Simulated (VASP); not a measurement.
Set up this calculation in VASP 6.6.1, as the native input.

```
Task                   : single point
Functional             : PBEsol
Potentials or basis    : VASP PAW PBE potentials, release 64 (Sn_d, As)
Cutoff                 : 520 eV
k mesh                 : 14 × 14 × 14
Occupations            : fermi-dirac, width 0.05 eV
Spin                   : no spin polarisation
Dipole correction      : no
Further INCAR settings : ALGO = Normal; EDIFF = 1e-07; NBANDS = 16
```

The structure of SnAs lies in POSCAR:

```
SnAs
1.0
    0.0000000000      2.8568505622      2.8568505622
    2.8568505622      0.0000000000      2.8568505622
    2.8568505622      2.8568505622      0.0000000000
Sn As
1 1
Direct
    0.0000000000      0.0000000000      0.0000000000
    0.5000000000      0.5000000000      0.5000000000
```

These files were run (other wordings do the same):

INCAR

```
SYSTEM = SnAs
ALGO = Normal ; EDIFF = 1E-7
ENCUT = 520 ; GGA = PS
ISIF = 2 ; ISMEAR = -1
LASPH = .TRUE. ; LCHARG = .TRUE.
LELF = .TRUE. ; LREAL = .FALSE.
LVHAR = .TRUE. ; LWAVE = .FALSE.
NBANDS = 16 ; NELM = 80
PREC = Accurate ; SIGMA = 0.05
```

KPOINTS

```
k-points
0
G
  14 14 14
  0 0 0
```

Potentials or basis: VASP PAW PBE potentials, release 64 (Sn_d, As).

Launch:

```bash
$ cat potpaw_PBE.64/Sn_d/POTCAR potpaw_PBE.64/As/POTCAR > POTCAR
$ mpirun -np 1 vasp_std > vasp.out
```

It gave:

- Pressure: 0.0 GPa

Caveat: the PAW data sets were made with another functional, which shifts forces and pressure a little.

It took 59 s on 1 thread of Intel(R) Xeon(R) Platinum 8259CL CPU @ 2.50GHz (Skylake/Cascade Lake), with other jobs on the host, peak memory 0.22 GiB.
